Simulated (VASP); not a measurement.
# TePb in VASP: a series of runs

The runs below take TePb through electric field gradients, with PBEsol.

Everything below comes from runs of VASP 6.6.1. Logs are shortened: lines on timing, memory, paths and dates and some standing lists are left out, and cuts for length are marked.

### 1 The cell of the first run

The structure is cubic, space group Fm-3m (No. 225). The conventional cell has a = 6.581 Å, b = 6.581 Å, c = 6.581 Å, α = 90.00°, β = 90.00°, γ = 90.00°. Within 4.3 Å of Te (site symmetry m-3m) lie 6 Pb at 3.29 Å. Within 4.3 Å of Pb (site symmetry m-3m) lie 6 Te at 3.29 Å.

### 2 Electric field gradients, PBEsol (volume scaled by 1.06)

File INCAR:

```
SYSTEM = TePb
  PREC = Accurate
  ENCUT = 520
  EDIFF = 1E-8
  ISMEAR = -1
  SIGMA = 0.03
  LREAL = .False.
  LASPH = .True.
  NELM = 60
  ALGO = Normal
  ISIF = 2
  LWAVE = .False.
  LCHARG = .False.
  GGA = PS
  LEFG = .True.
  NBANDS = 17
```

File KPOINTS:

```
regular mesh
0
Gamma
  10 10 10
  0 0 0
```

File POSCAR:

```
TePb
1.0
    0.0000000000      3.2902905780      3.2902905780
    3.2902905780      0.0000000000      3.2902905780
    3.2902905780      3.2902905780      0.0000000000
Te Pb
1 1
Direct
    0.5000000000      0.5000000000      0.5000000000
    0.0000000000      0.0000000000      0.0000000000
```

Potentials or basis: VASP PAW PBE potentials, release 64 (Te, Pb_d).

Command:

```sh
$ cat potpaw_PBE.64/Te/POTCAR potpaw_PBE.64/Pb_d/POTCAR > POTCAR
$ mpirun -np 1 vasp_std > vasp.out
```

OUTCAR:

```text
SYSTEM = TePb
   PREC = Accurate
   ENCUT = 520
   EDIFF = 1E-8
   ISMEAR = -1
   LREAL = .False.
   LASPH = .True.
   NELM = 60
   ISIF = 2
   GGA = PS

 ion  position               nearest neighbor table
   1  0.500  0.500  0.500-   2 3.29   2 3.29   2 3.29   2 3.29   2 3.29   2 3.29
   2  0.000  0.000  0.000-   1 3.29   1 3.29   1 3.29   1 3.29   1 3.29   1 3.29

  LATTYP: Found a face centered cubic cell.
 ALAT       =     6.5805811560

  Lattice vectors:

 A1 = (   0.0000000000,   3.2902905780,   3.2902905780)
 A2 = (   3.2902905780,   0.0000000000,   3.2902905780)
 A3 = (   3.2902905780,   3.2902905780,   0.0000000000)

Analysis of symmetry for initial positions (statically):
=====================================================================
 Subroutine PRICEL returns:
 Original cell was already a primitive cell.

 Routine SETGRP: Setting up the symmetry group for a
 face centered cubic supercell.

 Subroutine GETGRP returns: Found 48 space group operations
 (whereof 48 operations were pure point group operations)
 out of a pool of 48 trial point group operations.

The static configuration has the point symmetry O_h .

Analysis of symmetry for dynamics (positions and initial velocities):
=====================================================================
 Subroutine PRICEL returns:
 Original cell was already a primitive cell.

 Routine SETGRP: Setting up the symmetry group for a
 face centered cubic supercell.

 Subroutine GETGRP returns: Found 48 space group operations
 (whereof 48 operations were pure point group operations)
 out of a pool of 48 trial point group operations.

The dynamic configuration has the point symmetry O_h .

 Subroutine INISYM returns: Found 48 space group operations
 (whereof 48 operations are pure point group operations),
 and found     1 'primitive' translations

----------------------------------------------------------------------------------------

                                     Primitive cell

  volume of cell :      71.2415

  direct lattice vectors                    reciprocal lattice vectors
     0.000000000  3.290290578  3.290290578    -0.151962262  0.151962262  0.151962262
     3.290290578  0.000000000  3.290290578     0.151962262 -0.151962262  0.151962262
     3.290290578  3.290290578  0.000000000     0.151962262  0.151962262 -0.151962262

  length of vectors
     4.653173560  4.653173560  4.653173560     0.263206359  0.263206359  0.263206359

  position of ions in fractional coordinates (direct lattice)
     0.500000000  0.500000000  0.500000000
     0.000000000  0.000000000  0.000000000

  ion indices of the primitive-cell ions
   primitive index   ion index
                 1           1
                 2           2

----------------------------------------------------------------------------------------

 KPOINTS: regular mesh

Automatic generation of k-mesh.
 Grid dimensions read from file:
 generate k-points for:   10   10   10

 Generating k-lattice:

  Cartesian coordinates                     Fractional coordinates (reciprocal lattice)
    -0.015196226  0.015196226  0.015196226     0.100000000  0.000000000  0.000000000
     0.015196226 -0.015196226  0.015196226     0.000000000  0.100000000  0.000000000
     0.015196226  0.015196226 -0.015196226     0.000000000  0.000000000  0.100000000

  Length of vectors
     0.026320636  0.026320636  0.026320636

  Shift w.r.t. Gamma in fractional coordinates (k-lattice)
     0.000000000  0.000000000  0.000000000

 Subroutine IBZKPT returns following result:
 ===========================================

 Found     47 irreducible k-points:

 Following reciprocal coordinates:
            Coordinates               Weight
  0.000000  0.000000  0.000000      1.000000
  0.100000  0.000000  0.000000      8.000000
  0.200000  0.000000  0.000000      8.000000
  0.300000  0.000000  0.000000      8.000000
  0.400000  0.000000  0.000000      8.000000
  0.500000  0.000000  0.000000      4.000000
[... 16 lines left out ...]
  0.300000  0.300000  0.000000      6.000000
  0.400000  0.300000  0.000000     24.000000
 [... further k-points ...]
   k-points           NKPTS =     47   k-points in BZ     NKDIM =     47   number of bands    NBANDS=     17
   number of dos      NEDOS =    301   number of ions     NIONS =      2
   total plane-waves  NPLWV =  46656
   dimension x,y,z NGX =    36 NGY =   36 NGZ =   36
   dimension x,y,z NGXF=    72 NGYF=   72 NGZF=   72
   ions per type =               1   1
   NGX,Y,Z   is equivalent  to a cutoff of  12.86, 12.86, 12.86 a.u.
   NGXF,Y,Z  is equivalent  to a cutoff of  25.72, 25.72, 25.72 a.u.
 SYSTEM =  TePb
   PREC   = accura    normal or accurate (medium, high low for compatibility)
   ISTART =      0    job   : 0-new  1-cont  2-samecut
   ICHARG =      2    charge: 1-file 2-atom 10-const
   ISPIN  =      1    spin polarized calculation?
   LNONCOLLINEAR =      F non collinear calculations
   LSORBIT =      F    spin-orbit coupling
   LASPH  =      T    aspherical Exc in radial PAW
   ENCUT  =  520.0 eV  38.22 Ry    6.18 a.u.   8.65  8.65  8.65*2*pi/ulx,y,z
   NELM   =     60;   NELMIN=  2; NELMDL= -5     # of ELM steps
   EDIFF  = 0.1E-07   stopping-criterion for ELM
   LREAL  =      F    real-space projection
   EDIFFG = 0.1E-06   stopping-criterion for IOM
   NSW    =      0    number of steps for IOM
   IBRION =     -1    ionic relax: 0-MD 1-quasi-New 2-CG
   NFREE  =      0    steps in history (QN), initial steepest desc. (CG)
   ISIF   =      2    stress and relaxation
   ISYM   =      2    0-nonsym 1-usesym 2-fastsym
   POTIM  = 0.5000    time-step for ionic-motion
   TEBEG  =    0.0;   TEEND  =   0.0 temperature during run
   PSTRESS=    0.0 pullay stress
   NELECT =      20.0000    total number of electrons
   NUPDOWN=      -1.0000    fix difference up-down
   EMIN   =  10.00;   EMAX   =-10.00  energy-range for DOS
   EFERMI =   0.00;   METHOD = LEGACY
   ISMEAR =    -1;   SIGMA  =   0.03  broadening in eV -4-tet -1-fermi 0-gaus
   EFERMI_NEDOS =   21; number of points for ismear=-14 and -15
   IALGO  =     38    algorithm
   IMIX   =      4    mixing-type and parameters
     AMIX     =   0.40;   BMIX     =  1.00
     AMIX_MAG =   1.60;   BMIX_MAG =  1.00
  volume/ion in A,a.u.               =      35.62       240.38
  Fermi-wavevector in a.u.,A,eV,Ry     =   1.071948  2.025689 15.634095  1.149074
  Thomas-Fermi vector in A             =   2.207704
   LORBIT       =      0    0 simple, 1 ext, 2 COOP (PROOUT), +10 PAW based schemes
   GGA     = PS    functional components
   LHFCALC =     F    Hartree Fock is set to
   AEXX    =    0.0000 exact exchange contribution
   IVDW    =     0    specifies the selected vdW correction
   LEPSILON=     F    determine dielectric tensor
   LRPA    =     F    only Hartree local field effects (RPA)
 non-spin polarized calculation
  energy-cutoff  :      520.00
  volume of cell :       71.24
 maximum number of plane-waves:      1936
   NGX = 17   NGY = 17   NGZ = 17

 number of electron      19.9999998 magnetization

 Free energy of the ion-electron system (eV)
  ---------------------------------------------------
  ext. energy  EPLUGINS =         0.00000000
  ---------------------------------------------------
  free energy    TOTEN  =        -8.22393937 eV

  energy without entropy =       -8.22393935  energy(sigma->0) =       -8.22393936

 E-fermi :   5.1572     XC(G=0):  -9.2289

 val. band max:        4.7670177701   @ k =   0.5000   0.0000   0.0000
 cond. band min:       5.5419607795   @ k =   0.5000   0.0000   0.0000
 fundamental gap:      0.7749430094
 Fermi energy:         5.1572436233

 k-point     1 :       0.0000    0.0000    0.0000
  band No.  band energies     occupation
      1     -11.7719      2.00000
      2     -11.7719      2.00000
      3     -11.7650      2.00000
      4     -11.7650      2.00000
      5     -11.7650      2.00000
      6      -6.8202      2.00000
[... 9 lines left out ...]
     16      10.6536      0.00000
     17      12.0292      0.00000

 k-point     2 :       0.1000    0.0000    0.0000
  band No.  band energies     occupation
      1     -11.7727      2.00000
      2     -11.7727      2.00000
      3     -11.7648      2.00000
      4     -11.7639      2.00000
      5     -11.7639      2.00000
      6      -6.7405      2.00000
[... 9 lines left out ...]
     16      10.8367      0.00000
     17      12.6743      0.00000
[... 421 lines left out ...]
 k-point    24 :       0.4000    0.3000    0.0000
  band No.  band energies     occupation
      1     -11.8051      2.00000
      2     -11.7701      2.00000
      3     -11.7663      2.00000
      4     -11.7492      2.00000
      5     -11.7484      2.00000
      6      -5.6852      2.00000
[... 9 lines left out ...]
     16      14.3625      0.00000
     17      14.8635      0.00000

 [... further k-points ...]

------------------------ aborting loop because EDIFF is reached ----------------------------------------

  FORCE on cell =-STRESS in cart. coord.  units (eV):
  Direction    XX          YY          ZZ          XY          YZ          ZX
  --------------------------------------------------------------------------------------
  -------------------------------------------------------------------------------------
  Total       -1.1066177     -1.1066177     -1.1066177      0.0000000      0.0000000     -0.0000000
  in kB      -24.8871645    -24.8871645    -24.8871645      0.0000000      0.0000000     -0.0000000
  external PRESSURE =     -24.8871645 kB  Pullay stress =       0.0000000 kB

 VOLUME and BASIS-vectors are now :
 -----------------------------------------------------------------------------
  energy-cutoff  :      520.00
  volume of cell :       71.24
      direct lattice vectors                 reciprocal lattice vectors
     0.000000000  3.290290578  3.290290578    -0.151962262  0.151962262  0.151962262
     3.290290578  0.000000000  3.290290578     0.151962262 -0.151962262  0.151962262
     3.290290578  3.290290578  0.000000000     0.151962262  0.151962262 -0.151962262

 POSITION                                       TOTAL-FORCE (eV/Angst)
 -----------------------------------------------------------------------------------
      3.29029      3.29029      3.29029        -0.000000      0.000000     -0.000000
      0.00000      0.00000      0.00000         0.000000     -0.000000      0.000000
 -----------------------------------------------------------------------------------
    total drift:                               -0.000000      0.000000      0.000000

  FREE ENERGIE OF THE ION-ELECTRON SYSTEM (eV)
  ---------------------------------------------------
  free  energy   TOTEN  =        -8.2239393730 eV

  energy  without entropy=       -8.2239393546  energy(sigma->0) =       -8.22393936

 Electric field gradients (V/A^2)
---------------------------------------------------------------------
 ion       V_xx      V_yy      V_zz      V_xy      V_xz      V_yz
---------------------------------------------------------------------
   1      -0.000     0.000     0.000    -0.000    -0.000    -0.000
   2       0.000    -0.000    -0.000    -0.001    -0.001    -0.001
---------------------------------------------------------------------

 Electric field gradients after diagonalization (V/A^2)
 (convention: |V_zz| > |V_xx| > |V_yy|)
----------------------------------------------------------------------
 ion       V_xx      V_yy      V_zz     asymmetry (V_yy - V_xx)/ V_zz
----------------------------------------------------------------------
   1       0.000     0.000    -0.000       0.000
   2       0.001     0.001    -0.002       0.000
----------------------------------------------------------------------

           NMR quadrupolar parameters

 Cq : quadrupolar parameter    Cq=e*Q*V_zz/h
 eta: asymmetry parameters     (V_yy - V_xx)/ V_zz
 Q  : nuclear electric quadrupole moment in mb (millibarn)
----------------------------------------------------------------------
 ion       Cq(MHz)       eta       Q (mb)
----------------------------------------------------------------------
   1      -0.000       0.000       1.000
   2      -0.000       0.000       1.000
----------------------------------------------------------------------
```

It took 72 s on 1 thread of AMD EPYC 7R43 (Zen 3), shared host; peak memory 0.2 GiB.

Results:

* Free energy: -8.2239 eV
* Pressure: -2.5 GPa
* Band gap on the k mesh: 0.78 eV, direct

Caveat: without QUAD_EFG the Cq values of the log hold for a quadrupole moment of 1 mb, not for the nuclei; the PAW data sets were made with another functional, which shifts forces and pressure a little; spin-orbit coupling is left out, which moves the levels of the heavy elements.

(Part 1 of 3 ends here.)
